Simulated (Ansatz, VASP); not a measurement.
# One calculation of InGa2As3, two programs

```
CELL_PARAMETERS angstrom
4.11174 0.00000 0.00000
-2.05587 3.56087 0.00000
0.00000 0.00000 10.09478
ATOMIC_POSITIONS crystal
Ga 0.00000 0.00000 0.99360
Ga 0.66667 0.33333 0.67339
In 0.33333 0.66667 0.33482
As 0.66667 0.33333 0.91666
As 0.33333 0.66667 0.59606
As 0.00000 0.00000 0.23548
```

Alike in both runs: task single point; functional PBE; k mesh 12 × 12 × 4; occupations fermi-dirac, width 0.02 eV; no spin polarisation.

```csv
,VASP,Ansatz
version,VASP 6.6.1,Ansatz 0.2.0
potentials or method,"VASP PAW PBE potentials, release 64 (Ga_d, In_d, As)","plane waves, PAW"
plane-wave cutoff (eV),520,420
valence electrons in the cell,54,84
```

```csv
,VASP,Ansatz,Ansatz less VASP
pressure (GPa),2.6,2.5,-0.14
"traceless stress, the component that is largest in VASP (GPa)",0.18,0.18,+0.001
rms of the force components (eV/Å),0.023,0.022,-0.0009
```

Atom by atom the forces differ by 0.003 eV/Å (rms over components). VASP's potentials hold 54 valence electrons a cell and Ansatz's 84, so a difference there can come from the potentials and not from the codes.
